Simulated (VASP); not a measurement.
Set up this calculation in VASP 6.6.1, as the native input.

| Item | Value |
| --- | --- |
| Task | single point |
| Functional | PBE |
| Potentials or basis | VASP PAW PBE potentials, release 64 (Te, As) |
| Cutoff | 520 eV |
| k mesh | 12 × 12 × 4 |
| Occupations | gaussian, width 0.1 eV |
| Spin | no spin polarisation |
| Dipole correction | no |
| Further INCAR settings | ALGO = Normal; EDIFF = 1e-07; NBANDS = 26 |

The structure of Te5As lies in POSCAR:

```
Te5As
1.0
    3.9872305841      0.0000000000      0.0000000000
   -1.9936152921      3.4530429766      0.0000000000
    0.0000000000      0.0000000000     12.9195509482
Te As
5 1
Direct
    0.6666666667      0.3333333333      0.8536837428
    0.3333333333      0.6666666667      0.6691398318
    0.6666666667      0.3333333333      0.5000000000
    0.3333333333      0.6666666667      0.3308601682
    0.6666666667      0.3333333333      0.1463162572
    0.3333333333      0.6666666667      0.0000000000
```

These files were run (other wordings do the same):

INCAR

```
PREC = Accurate
ENCUT = 520
EDIFF = 1E-7
ISMEAR = 0
SIGMA = 0.1
LREAL = F
LASPH = T
NELM = 100
ALGO = Normal
ISIF = 2
LWAVE = F
LCHARG = F
GGA = PE
NBANDS = 26
```

KPOINTS

```
Automatic mesh
0
Gamma
  12 12 4
```

Potentials or basis: VASP PAW PBE potentials, release 64 (Te, As).

The run is started by

```sh
$ cat potpaw_PBE.64/Te/POTCAR potpaw_PBE.64/As/POTCAR > POTCAR
$ mpirun -np 1 vasp_std > vasp.out
```

Results of the run:

```
Pressure      : -0.1 GPa
Largest force : 0.007 eV/Å
```

Run time: 4.9 min on 1 thread of AMD EPYC 9R45 (Zen 5), with other jobs on the host, peak memory 0.38 GiB.
